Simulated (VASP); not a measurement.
Ta:

```
CELL_PARAMETERS angstrom
2.94513 0.00000 0.00000
-1.47256 2.55056 0.00000
0.00000 0.00000 4.80940
ATOMIC_POSITIONS crystal
Ta 0.33333 0.66667 0.25000
Ta 0.66667 0.33333 0.75000
```

```yaml
Program: VASP 6.6.1
Task: relaxation of cell and atoms
Functional: r2SCAN
Potentials_or_basis: VASP PAW PBE potentials, release 64 (Ta_pv)
Cutoff: 600 eV
k_mesh: 12 × 12 × 7
Occupations: fermi-dirac, width 0.1 eV
Spin: no spin polarisation
```

At the start: pressure 5.6 GPa; volume 18.06 Å³/atom.

Question: How do energy, volume and symmetry change on relaxing?

Answer: Over 7 steps the energy falls by 57.4 meV/atom and the volume is 18.54 Å³/atom (+2.7 %); space group P6_3/mmc (No. 194, to 0.05 Å).

The path:
```tsv
step	energy change (eV)	largest force (eV/Å)	pressure (GPa)	volume (Å³)
1	0.0000	0.0000	5.62	36.13
2	-0.0250	0.0000	-10.95	39.48
3	-0.0713	0.0000	-4.40	37.96
4	-0.0974	0.0000	0.98	36.97
5	-0.1135	0.0000	-1.31	37.34
6	-0.1121	0.0000	1.99	36.71
7	-0.1148	0.0000	0.00	37.09
```

Final structure:
```xyz
2
Lattice="2.8881 0.0000 0.0000 -1.4441 2.5012 0.0000 0.0000 0.0000 5.1338" Properties=species:S:1:pos:R:3 pbc="T T T"
Ta    0.0000    1.6675    1.2835
Ta    1.4441    0.8337    3.8504
```

Caveat: the PAW data sets were made with another functional, which shifts forces and pressure a little.
